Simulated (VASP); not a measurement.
Set up this calculation in VASP 6.6.1, as the native input.

```
Task                   : relaxation of cell and atoms
Functional             : PBE
Potentials or basis    : VASP PAW PBE potentials, release 64 (W_sv)
Cutoff                 : 600 eV
k mesh                 : 8 × 8 × 8
Occupations            : gaussian, width 0.1 eV
Spin                   : no spin polarisation
Dipole correction      : no
Further INCAR settings : ALGO = Normal; EDIFF = 1e-06; IBRION = 2; EDIFFG = -0.04; NSW = 90; ISIF = 3
```

The structure of W lies in POSCAR:

```
W
1.0
   -2.4656804795      2.4656804795      1.3450742167
    2.4656804795     -2.4656804795      1.3450742167
    2.4656804795      2.4656804795     -1.3450742167
W
2
Direct
    0.0000000000      0.0000000000      0.0000000000
    0.7500000000      0.2500000000      0.5000000000
```

The input as run:

INCAR

```
SYSTEM = W
  PREC = Accurate
  ENCUT = 600
  EDIFF = 1E-6
  ISMEAR = 0
  SIGMA = 0.1
  LREAL = .FALSE.
  LASPH = .TRUE.
  NELM = 100
  ALGO = Normal
  ISIF = 3
  LWAVE = .FALSE.
  LCHARG = .FALSE.
  GGA = PE
  IBRION = 2
  NSW = 90
  EDIFFG = -0.04
```

KPOINTS

```
regular mesh
0
G
  8 8 8
  0 0 0
```

Potentials or basis: VASP PAW PBE potentials, release 64 (W_sv).

The run is started by

```sh
$ cat potpaw_PBE.64/W_sv/POTCAR > POTCAR
$ mpirun -np 1 vasp_std > vasp.out
```

Results of the run:

```json
{
  "Relaxed volume": "17.68 Å³/atom",
  "Relaxed cell": "a = 3.863 Å, b = 3.863 Å, c = 3.863 Å, α = 97.01°, β = 97.01°, γ = 139.11°",
  "Space group after relaxing (to 0.1 Å)": "I4_1/amd (No. 141)",
  "Energy gained by relaxing": "93.7 meV/atom",
  "Ionic steps": "10",
  "Pressure after relaxing": "0.0 GPa",
  "Band gap on the k mesh": "zero (bands 14 and 15 overlap by 2.68 eV)"
}
```

Caveat: spin-orbit coupling is left out, which moves the levels of the heavy elements.

It took 8.5 min on 1 thread of Intel Xeon 8259CL, on a shared host, peak memory 0.2 GiB.
